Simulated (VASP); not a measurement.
Set up this calculation in VASP 6.6.1, as the native input.

```yaml
Task: single point
Functional: PBEsol
Potentials_or_basis: VASP PAW PBE potentials, release 64 (Hf_pv, N)
Cutoff: 520 eV
k_mesh: 18 × 18 × 10
Occupations: gaussian, width 0.1 eV
Spin: no spin polarisation
Dipole_correction: no
Further_INCAR_settings: ALGO = Normal; EDIFF = 1e-06; NBANDS = 23
```

The structure of HfN lies in POSCAR:

```
HfN
1.0
    3.2528155965      0.0000000000      0.0000000000
   -1.6264077983      2.8170209404      0.0000000000
    0.0000000000      0.0000000000      5.3076524527
Hf N
2 2
Direct
    0.6666666667      0.3333333333      0.7500000000
    0.3333333333      0.6666666667      0.2500000000
    0.0000000000      0.0000000000      0.0000000000
    0.0000000000      0.0000000000      0.5000000000
```

This cell differs from its parent crystal: biaxial strain in the a-b plane: +4.0 %, then relaxed in part.

One way to write it, as run:

INCAR

```
ALGO = Normal
EDIFF = 1E-6
ENCUT = 520
GGA = PS
ISIF = 2
ISMEAR = 0
LASPH = T
LCHARG = F
LREAL = F
LWAVE = F
NBANDS = 23
NELM = 100
PREC = Accurate
SIGMA = 0.1
```

KPOINTS

```
k-points
0
Gamma
  18 18 10
```

Potentials or basis: VASP PAW PBE potentials, release 64 (Hf_pv, N).

Run with:

```bash
$ cat potpaw_PBE.64/Hf_pv/POTCAR potpaw_PBE.64/N/POTCAR > POTCAR
$ mpirun -np 1 vasp_std > vasp.out
```

Results of the run:

The pressure is -17.1 GPa and the band gap on the k mesh is zero (bands 15 and 16 overlap by 2.24 eV).

Caveat: the cell differs from its parent crystal (biaxial strain in the a-b plane: +4.0 %, then relaxed in part); the cell stands under tension; the PAW data sets were made with another functional, which shifts forces and pressure a little; spin-orbit coupling is left out, which moves the levels of the heavy elements.

Run time: 4 min on 1 thread of Intel Xeon 8259CL, on a shared host, peak memory 0.33 GiB.
